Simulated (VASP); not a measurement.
A run of VASP 6.6.1 is set up as follows.

INCAR

```
ALGO     = Normal         # electronic algorithm
EDIFF    = 1E-6           # SCF threshold, eV
ENCUT    = 520            # plane-wave cutoff, eV
GGA      = PE             # functional
ISIF     = 2              # what is computed and relaxed
ISMEAR   = -1             # smearing method
LASPH    = True           # aspherical terms in the spheres
LCHARG   = True           # write CHGCAR
LELF     = True           # ELF
LREAL    = False          # projectors in reciprocal space
LVHAR    = True         
LWAVE    = False          # write WAVECAR
NBANDS   = 64             # bands
NELM     = 80             # most SCF steps
PREC     = Accurate       # precision mode
SIGMA    = 0.05           # smearing width, eV
```

Contents of KPOINTS:

```
k-points
0
Gamma
  5 5 5
```

POSCAR

```
RuS2
1.0
    5.6106000000      0.0000000000      0.0000000000
    0.0000000000      5.6106000000      0.0000000000
    0.0000000000      0.0000000000      5.6106000000
Ru S
4 8
Direct
    0.0000000000      0.5000000000      0.5000000000
    0.5000000000      0.5000000000      0.0000000000
    0.5000000000      0.0000000000      0.5000000000
    0.0000000000      0.0000000000      0.0000000000
    0.3883100000      0.1116900000      0.8883100000
    0.1116900000      0.8883100000      0.3883100000
    0.8883100000      0.3883100000      0.1116900000
    0.6116900000      0.6116900000      0.6116900000
    0.6116900000      0.8883100000      0.1116900000
    0.8883100000      0.1116900000      0.6116900000
    0.1116900000      0.6116900000      0.8883100000
    0.3883100000      0.3883100000      0.3883100000
```

Potentials or basis: VASP PAW PBE potentials, release 64 (Ru_pv, S).

Run with:

```sh
$ cat potpaw_PBE.64/Ru_pv/POTCAR potpaw_PBE.64/S/POTCAR > POTCAR
$ mpirun -np 1 vasp_std > vasp.out
```

Task: Predict the largest force.

Result: 0.209 eV/Å.

Task: Predict the band gap on the k mesh.

Result: 0.74 eV (least direct gap 0.96 eV).

Forces in eV/Å, atoms in the order of the input:
```
Ru   0.000  0.000  0.000
Ru   0.000  0.000  0.000
Ru   0.000  0.000  0.000
Ru   0.000  0.000  0.000
S   -0.121  0.121 -0.121
S    0.121 -0.121 -0.121
S   -0.121 -0.121  0.121
S    0.121  0.121  0.121
S    0.121 -0.121  0.121
S   -0.121  0.121  0.121
S    0.121  0.121 -0.121
S   -0.121 -0.121 -0.121
```

Caveat: an odd mesh through Γ misses points on the zone boundary, where band edges can lie. As with any semilocal functional, this PBE gap is likely too small.
